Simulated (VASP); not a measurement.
# SnP4 (P-3m1) in VASP: a series of runs, part 2 of 2

VASP 6.6.1.

### 3 Relaxation of cell and atoms, PBE

This run uses another cell than the first one, of 20.65 Å³/atom, 1.003 times its volume.

INCAR

```
SYSTEM = SnP4
PREC     = Accurate       ! precision mode
ENCUT    = 600            ! plane-wave cutoff, eV
EDIFF    = 1E-6           ! SCF threshold, eV
ISMEAR   = 0              ! smearing method
SIGMA    = 0.2            ! smearing width, eV
LREAL    = .FALSE.        ! projectors in reciprocal space
LASPH    = .TRUE.         ! aspherical terms in the spheres
NELM     = 80             ! most SCF steps
ALGO     = Normal         ! electronic algorithm
ISIF     = 3              ! what is computed and relaxed
LWAVE    = .FALSE.        ! write WAVECAR
LCHARG   = .FALSE.        ! write CHGCAR
GGA      = PE             ! functional
IBRION   = 2              ! ionic algorithm
NSW      = 36             ! ionic steps
EDIFFG   = -0.08          ! ionic threshold
```

KPOINTS

```
regular mesh
0
G
  5 5 2
  0 0 0
```

POSCAR

```
SnP4
1.0
    3.6000000000      0.0000000000      0.0000000000
   -1.8000000000      3.1176914500      0.0000000000
    0.0000000000      0.0000000000      9.2000000000
Sn P
1 4
Direct
    0.0000000000      0.0000000000      0.0000000000
    0.3333333300      0.6666666700      0.2000000000
    0.6666666700      0.3333333300      0.3100000000
    0.6666666700      0.3333333300      0.8000000000
    0.3333333300      0.6666666700      0.6900000000
```

Potentials or basis: VASP PAW PBE potentials, release 64 (Sn_d, P).

On the command line:

```
cat potpaw_PBE.64/Sn_d/POTCAR potpaw_PBE.64/P/POTCAR > POTCAR
mpirun -np 1 vasp_std > vasp.out
```

OUTCAR:

```text
SYSTEM = SnP4
   PREC = Accurate
   ENCUT = 600
   EDIFF = 1E-6
   ISMEAR = 0
   LREAL = .FALSE.
   LASPH = .TRUE.
   NELM = 80
   ISIF = 3
   GGA = PE
   IBRION = 2
   NSW = 36
   EDIFFG = -0.08

 ion  position               nearest neighbor table
   1  0.000  0.000  0.000-   2 2.78   4 2.78   2 2.78   4 2.78   4 2.78   2 2.78
   2  0.333  0.667  0.200-   3 2.31   3 2.31   3 2.31   1 2.78   1 2.78   1 2.78
   3  0.667  0.333  0.310-   2 2.31   2 2.31   2 2.31
   4  0.667  0.333  0.800-   5 2.31   5 2.31   5 2.31   1 2.78   1 2.78   1 2.78
   5  0.333  0.667  0.690-   4 2.31   4 2.31   4 2.31

  LATTYP: Found a hexagonal cell.
 ALAT       =     3.6000000000
 C/A-ratio  =     2.5555555556

  Lattice vectors:

 A1 = (   3.6000000000,   0.0000000000,   0.0000000000)
 A2 = (  -1.8000000000,   3.1176914500,   0.0000000000)
 A3 = (   0.0000000000,   0.0000000000,   9.2000000000)

Analysis of symmetry for initial positions (statically):
=====================================================================
 Subroutine PRICEL returns:
 Original cell was already a primitive cell.

 Routine SETGRP: Setting up the symmetry group for a
 hexagonal supercell.

 Subroutine GETGRP returns: Found 12 space group operations
 (whereof 12 operations were pure point group operations)
 out of a pool of 24 trial point group operations.

The static configuration has the point symmetry D_3d.

Analysis of symmetry for dynamics (positions and initial velocities):
=====================================================================
 Subroutine PRICEL returns:
 Original cell was already a primitive cell.

 Routine SETGRP: Setting up the symmetry group for a
 hexagonal supercell.

 Subroutine GETGRP returns: Found 12 space group operations
 (whereof 12 operations were pure point group operations)
 out of a pool of 24 trial point group operations.

The dynamic configuration has the point symmetry D_3d.

 Subroutine INISYM returns: Found 12 space group operations
 (whereof 12 operations are pure point group operations),
 and found     1 'primitive' translations

----------------------------------------------------------------------------------------

                                     Primitive cell

  volume of cell :     103.2579

  direct lattice vectors                    reciprocal lattice vectors
     3.600000000  0.000000000  0.000000000     0.277777778  0.160375075  0.000000000
    -1.800000000  3.117691450  0.000000000     0.000000000  0.320750150  0.000000000
     0.000000000  0.000000000  9.200000000     0.000000000  0.000000000  0.108695652

  length of vectors
     3.600000000  3.599999997  9.200000000     0.320750150  0.320750150  0.108695652

  position of ions in fractional coordinates (direct lattice)
     0.000000000  0.000000000  0.000000000
     0.333333330  0.666666670  0.200000000
     0.666666670  0.333333330  0.310000000
     0.666666670  0.333333330  0.800000000
     0.333333330  0.666666670  0.690000000

  ion indices of the primitive-cell ions
   primitive index   ion index
                 1           1
                 2           2
[... 29 lines left out ...]

 Following reciprocal coordinates:
            Coordinates               Weight
  0.000000  0.000000  0.000000      1.000000
  0.200000  0.000000  0.000000      6.000000
  0.400000 -0.000000  0.000000      6.000000
  0.200000  0.200000  0.000000      6.000000
  0.400000  0.200000  0.000000      6.000000
  0.000000  0.000000  0.500000      1.000000
  0.200000  0.000000  0.500000      6.000000
  0.400000 -0.000000  0.500000      6.000000
  0.200000  0.200000  0.500000      6.000000
  0.400000  0.200000  0.500000      6.000000
   k-points           NKPTS =     10   k-points in BZ     NKDIM =     10   number of bands    NBANDS=     21
   number of dos      NEDOS =    301   number of ions     NIONS =      5
   total plane-waves  NPLWV =  72000
   dimension x,y,z NGX =    30 NGY =   30 NGZ =   80
   dimension x,y,z NGXF=    60 NGYF=   60 NGZF=  160
   ions per type =               1   4
   NGX,Y,Z   is equivalent  to a cutoff of  13.85, 13.85, 14.46 a.u.
   NGXF,Y,Z  is equivalent  to a cutoff of  27.71, 27.71, 28.91 a.u.
 SYSTEM =  SnP4
   PREC   = accura    normal or accurate (medium, high low for compatibility)
   ISTART =      0    job   : 0-new  1-cont  2-samecut
   ICHARG =      2    charge: 1-file 2-atom 10-const
   ISPIN  =      1    spin polarized calculation?
   LNONCOLLINEAR =      F non collinear calculations
   LSORBIT =      F    spin-orbit coupling
   LASPH  =      T    aspherical Exc in radial PAW
   ENCUT  =  600.0 eV  44.10 Ry    6.64 a.u.   7.19  7.19 18.37*2*pi/ulx,y,z
   NELM   =     80;   NELMIN=  2; NELMDL= -5     # of ELM steps
   EDIFF  = 0.1E-05   stopping-criterion for ELM
   LREAL  =      F    real-space projection
   EDIFFG = -.8E-01   stopping-criterion for IOM
   NSW    =     36    number of steps for IOM
   IBRION =      2    ionic relax: 0-MD 1-quasi-New 2-CG
   NFREE  =      1    steps in history (QN), initial steepest desc. (CG)
   ISIF   =      3    stress and relaxation
   ISYM   =      2    0-nonsym 1-usesym 2-fastsym
   POTIM  = 0.5000    time-step for ionic-motion
   TEBEG  =    0.0;   TEEND  =   0.0 temperature during run
   PSTRESS=    0.0 pullay stress
   NELECT =      34.0000    total number of electrons
   NUPDOWN=      -1.0000    fix difference up-down
   EMIN   =  10.00;   EMAX   =-10.00  energy-range for DOS
   EFERMI =   0.00;   METHOD = LEGACY
   ISMEAR =     0;   SIGMA  =   0.20  broadening in eV -4-tet -1-fermi 0-gaus
   EFERMI_NEDOS =   21; number of points for ismear=-14 and -15
   IALGO  =     38    algorithm
   IMIX   =      4    mixing-type and parameters
     AMIX     =   0.40;   BMIX     =  1.00
     AMIX_MAG =   1.60;   BMIX_MAG =  1.00
  volume/ion in A,a.u.               =      20.65       139.36
  Fermi-wavevector in a.u.,A,eV,Ry     =   1.130472  2.136283 17.387810  1.277968
  Thomas-Fermi vector in A             =   2.267169
   LORBIT       =      0    0 simple, 1 ext, 2 COOP (PROOUT), +10 PAW based schemes
   GGA     = PE    functional components
   LHFCALC =     F    Hartree Fock is set to
   AEXX    =    0.0000 exact exchange contribution
   IVDW    =     0    specifies the selected vdW correction
   LEPSILON=     F    determine dielectric tensor
   LRPA    =     F    only Hartree local field effects (RPA)
 conjugate gradient relaxation of ions
 non-spin polarized calculation
 Gauss-broadening in eV      SIGMA  =   0.20
  energy-cutoff  :      600.00
  volume of cell :      103.26
 maximum number of plane-waves:      3468
 NGX is ok and might be reduce to    30
   NGX = 15   NGY = 15   NGZ = 37

--------------------------------------- Ionic step        1  -------------------------------------------

 number of electron      34.0000000 magnetization

 Free energy of the ion-electron system (eV)
  ---------------------------------------------------
  ext. energy  EPLUGINS =         0.00000000
  ---------------------------------------------------
  free energy    TOTEN  =       -23.62672178 eV

  energy without entropy =      -23.58015072  energy(sigma->0) =      -23.60343625

------------------------ aborting loop because EDIFF is reached ----------------------------------------

  FORCE on cell =-STRESS in cart. coord.  units (eV):
  Direction    XX          YY          ZZ          XY          YZ          ZX
  --------------------------------------------------------------------------------------
  -------------------------------------------------------------------------------------
  Total        0.2957496      0.2957496      5.7173150      0.0000000      0.0000000      0.0000000
  in kB        4.5889286      4.5889286     88.7113617      0.0000000      0.0000000      0.0000000
  external PRESSURE =      32.6297396 kB  Pullay stress =       0.0000000 kB
[... 98 lines left out ...]
  FREE ENERGIE OF THE ION-ELECTRON SYSTEM (eV)
  ---------------------------------------------------
  free  energy   TOTEN  =       -23.9365973019 eV

  energy  without entropy=      -23.8725823468  energy(sigma->0) =      -23.90458982

[... ionic steps 4 to 9 ...]

--------------------------------------- Ionic step       10  -------------------------------------------

 number of electron      34.0000007 magnetization

------------------------ aborting loop because EDIFF is reached ----------------------------------------
[... 73 lines left out ...]
--------------------------------------- Ionic step       12  -------------------------------------------

 number of electron      34.0000006 magnetization

 Free energy of the ion-electron system (eV)
  ---------------------------------------------------
  ext. energy  EPLUGINS =         0.00000000
  ---------------------------------------------------
  free energy    TOTEN  =       -24.75746872 eV

  energy without entropy =      -24.69928725  energy(sigma->0) =      -24.72837798

 E-fermi :   5.6702     XC(G=0):  -9.1602

 val. band max:        5.5288046941   @ k =   0.2000   0.2000   0.0000
 cond. band min:       5.7961966635   @ k =   0.4000   0.2000   0.5000
 fundamental gap:      0.2673919693
 Fermi energy:         5.6702203635

 k-point     1 :       0.0000    0.0000    0.0000
  band No.  band energies     occupation
      1     -16.1083      2.00000
      2     -16.0282      2.00000
      3     -16.0282      2.00000
      4     -15.9823      2.00000
      5     -15.9823      2.00000
      6      -9.8190      2.00000
[... 261 lines left out ...]
  FREE ENERGIE OF THE ION-ELECTRON SYSTEM (eV)
  ---------------------------------------------------
  free  energy   TOTEN  =       -24.7574687181 eV

  energy  without entropy=      -24.6992872482  energy(sigma->0) =      -24.72837798

 reached required accuracy - stopping structural energy minimisation
```

Run time: 2.4 min. Hardware: 1 thread of AMD EPYC 9R45 (Zen 5), shared host; peak memory 0.24 GiB.

What came out:

```
Free energy                            : -24.7575 eV
Relaxed volume                         : 23.65 Å³/atom
Relaxed cell                           : a = 3.332 Å, b = 3.332 Å, c = 12.298 Å, α = 90.00°, β = 90.00°, γ = 120.00°
Space group after relaxing (to 0.05 Å) : P-3m1 (No. 164)
Energy gained by relaxing              : 226.1 meV/atom
Ionic steps                            : 12
Pressure after relaxing                : -0.1 GPa
Largest force after relaxing           : 0.066 eV/Å
Band gap on the k mesh                 : zero (band 17 reaches 7.29 eV, above the bottom of band 18 at 5.36 eV)
```

Forces on the atoms (eV/Å):
```
Sn   0.000  0.000  0.000
P    0.000  0.000  0.066
P    0.000  0.000 -0.042
P    0.000  0.000 -0.066
P    0.000  0.000  0.042
```

Step by step:
```tsv
step	energy change (eV)	largest force (eV/Å)	pressure (GPa)	volume (Å³)
1	0.0000	0.9821	3.26	103.26
2	-0.2736	0.4456	-1.23	109.58
3	-0.3099	0.7334	-3.45	113.48
4	-0.5360	0.8499	-2.69	112.24
5	-0.8180	1.5199	1.67	107.01
6	-0.8314	1.3562	0.44	108.51
7	-0.8356	1.4091	0.84	108.04
8	-1.0190	0.3825	3.25	108.83
9	-1.0265	0.2189	3.91	108.99
10	-1.1303	0.0910	-0.02	118.53
11	-1.1304	0.0946	0.12	118.17
12	-1.1307	0.0659	-0.13	118.24
```

Final structure:
```
Sn P
1.0
     3.33196    0.00000    0.00000
    -1.66598    2.88556    0.00000
     0.00000    0.00000   12.29823
Sn P
1 4
Direct
  0.00000 0.00000 0.00000
  0.33333 0.66667 0.22414
  0.66667 0.33333 0.32232
  0.66667 0.33333 0.77586
  0.33333 0.66667 0.67768
```

Caveat: the k points lie up to 0.44 Å⁻¹ apart in the final cell; spin-orbit coupling is left out, which moves the levels of the heavy elements; this functional lacks dispersion, which binds the layers, so the pressure and a relaxed spacing across them are unreliable; the relaxation stopped at a loose force limit of 0.08 eV/Å, so its end isn't a converged minimum.

### 4 Single point, PBE

This run uses another cell than the first one, of 22.38 Å³/atom, 1.087 times its volume.

INCAR

```
PREC     = Accurate       # precision mode
ENCUT    = 520            # plane-wave cutoff, eV
EDIFF    = 1E-6           # SCF threshold, eV
ISMEAR   = 0              # smearing method
SIGMA    = 0.1            # smearing width, eV
LREAL    = F              # projectors in reciprocal space
LASPH    = T              # aspherical terms in the spheres
NELM     = 100            # most SCF steps
ALGO     = Normal         # electronic algorithm
ISIF     = 2              # what is computed and relaxed
LWAVE    = F              # write WAVECAR
LCHARG   = F              # write CHGCAR
GGA      = PE             # functional
NBANDS   = 25             # bands
```

KPOINTS

```
Automatic mesh
0
Gamma
  12 12 4
```

POSCAR

```
SnP4
1.0
    3.2917897707      0.0000000000      0.0000000000
   -1.6458948853      2.8507735653      0.0000000000
    0.0000000000      0.0000000000     11.9223258561
Sn P
1 4
Direct
    0.0000000000      0.0000000000      0.0000000000
    0.3333333333      0.6666666667      0.2239954945
    0.6666666667      0.3333333333      0.3283972913
    0.6666666667      0.3333333333      0.7760045055
    0.3333333333      0.6666666667      0.6716027087
```

On the command line:

```
cat potpaw_PBE.64/Sn_d/POTCAR potpaw_PBE.64/P/POTCAR > POTCAR
mpirun -np 1 vasp_std > vasp.out
```

Wall time 83 s (1 thread of AMD EPYC 9R45 (Zen 5), shared host); peak memory 0.28 GiB.

The run converged. Its results:

```yaml
Free_energy: -25.0265 eV
Pressure: -0.2 GPa
Largest_force: 0.069 eV/Å
Band_gap_on_the_k_mesh: zero (band 17 reaches 8.18 eV, above the bottom of band 18 at 5.11 eV)
```

Forces on the atoms (eV/Å):
```
Sn   0.000  0.000  0.000
P    0.000  0.000  0.069
P    0.000  0.000 -0.066
P    0.000  0.000 -0.069
P    0.000  0.000  0.066
```

Levels at points of the mesh, in eV from the Fermi level:
| k point | band 13 | band 14 | band 15 | band 16 | band 17 | band 18 | band 19 | band 20 | band 21 | band 22 |
| --- | --- | --- | --- | --- | --- | --- | --- | --- | --- | --- |
| (0.00, 0.00, 0.00) | -1.64 | -1.64 | -1.64 | -1.64 | 2.02 | 2.26 | 2.28 | 2.28 | 2.32 | 2.32 |
| (0.50, 0.00, 0.00) | -3.78 | -3.76 | -3.63 | -2.59 | -2.56 | 0.00 | 0.52 | 1.75 | 1.86 | 2.78 |
| (0.00, 0.00, 0.50) | -1.64 | -1.63 | -1.63 | -0.91 | 1.55 | 2.28 | 2.28 | 2.29 | 2.31 | 2.31 |
| (0.50, 0.00, 0.50) | -3.77 | -3.77 | -3.64 | -2.53 | -2.48 | -0.05 | 0.58 | 1.35 | 1.97 | 2.83 |

Caveat: spin-orbit coupling is left out, which moves the levels of the heavy elements; this functional lacks dispersion, which binds the layers, so the pressure and a relaxed spacing across them are unreliable.

### 5 The runs side by side

| task | cell | k mesh | cutoff (eV) | smearing | gap on the mesh (eV) | pressure (GPa) | largest force (eV/Å) |
| --- | --- | --- | --- | --- | --- | --- | --- |
| single point | a = 3.344, b = 3.344, c = 10.632 Å, angles 90.0, 90.0, 120.0°, 5 atoms | 5 × 5 × 2 | 520 | gaussian 0.2 eV | none | -0.1 | 0.06 |
| relaxation of cell and atoms | relaxed from a = 3.600, b = 3.600, c = 9.200 Å, angles 90.0, 90.0, 120.0°, 5 atoms | 5 × 5 × 2 | 600 | gaussian 0.2 eV | none | -0.1 | 0.07 |
| single point | a = 3.292, b = 3.292, c = 11.922 Å, angles 90.0, 90.0, 120.0°, 5 atoms | 12 × 12 × 4 | 520 | gaussian 0.1 eV | none | -0.2 | 0.07 |

Alike in all rows: level PBE; potentials or basis VASP PAW PBE potentials, release 64 (Sn_d, P); no spin polarisation.

Caveats: some runs use coarse meshes; spin-orbit coupling is left out, which moves the levels of the heavy elements; this functional lacks dispersion, which binds the layers, so the pressure and a relaxed spacing across them are unreliable (some runs); the relaxation stopped at a loose force limit of 0.08 eV/Å, so its end isn't a converged minimum (some runs).

Total energies depend on the potentials used, so only differences within one code and one set of settings carry meaning.
